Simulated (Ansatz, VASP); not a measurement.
Na in VASP and in Ansatz

```
Na
1.0
     0.00000    4.11250    4.11250
     4.11250    0.00000    4.11250
     4.11250    4.11250    0.00000
Na
2
Direct
  0.12500 0.12500 0.12500
  0.87500 0.87500 0.87500
```

Alike in both runs: task single point; functional BLYP; k mesh 8 × 8 × 8; occupations fermi-dirac, width 0.1 eV; no spin polarisation.

|  | VASP | Ansatz |
| --- | --- | --- |
| version | VASP 6.6.1 | Ansatz 0.2.0 |
| potentials or method | VASP PAW PBE potentials, release 64 (Na_pv), cutoff 520 eV | plane waves (420 eV) with PAW, scalar-relativistic |
| valence electrons in the cell | 14 | 18 |

```csv
,VASP,Ansatz,Ansatz less VASP
pressure (GPa),-0.2,-0.2,+0.01
```

VASP's potentials were made for PBE, not for BLYP. VASP's potentials hold 14 valence electrons a cell and Ansatz's 18, so a difference there can come from the potentials and not from the codes.
